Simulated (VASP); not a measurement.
Runs of VASP 6.6.1 on S. The structure is that of space group P6/mmm (No. 191), or close to it. The cells are those of the table. 

```tsv
task	cell	cutoff (eV)	gap on the mesh (eV)	pressure (GPa)
relaxation of cell and atoms	relaxed to 200 GPa from a = 3.684, b = 3.684, c = 2.078 Å, angles 90.0, 90.0, 120.0°, 3 atoms	600	-	200.0
single point	a = 3.685, b = 3.685, c = 2.078 Å, angles 90.0, 90.0, 120.0°, 3 atoms	520	none	(a)
relaxation of cell and atoms	relaxed to 200 GPa from a = 3.566, b = 3.566, c = 2.211 Å, angles 90.0, 90.0, 120.0°, 3 atoms	600	-	200.0
single point	a = 3.684, b = 3.684, c = 2.078 Å, angles 90.0, 90.0, 120.0°, 3 atoms	520	none	197.8
```

Alike in all rows: level PBE; potentials or basis VASP PAW PBE potentials, release 64 (S); no spin polarisation; k mesh 10 × 10 × 14; smearing fermi-dirac 0.08 eV.

Task: Fill in the values left out.

Result: (a) 197.3.

Caveats: the cell is relaxed towards a set pressure, so the enthalpy falls and the energy may rise (some runs); the bands computed are all filled at some k points, so no gap is given (some runs).

A gap of «none» marks levels without a gap at the run's occupations.
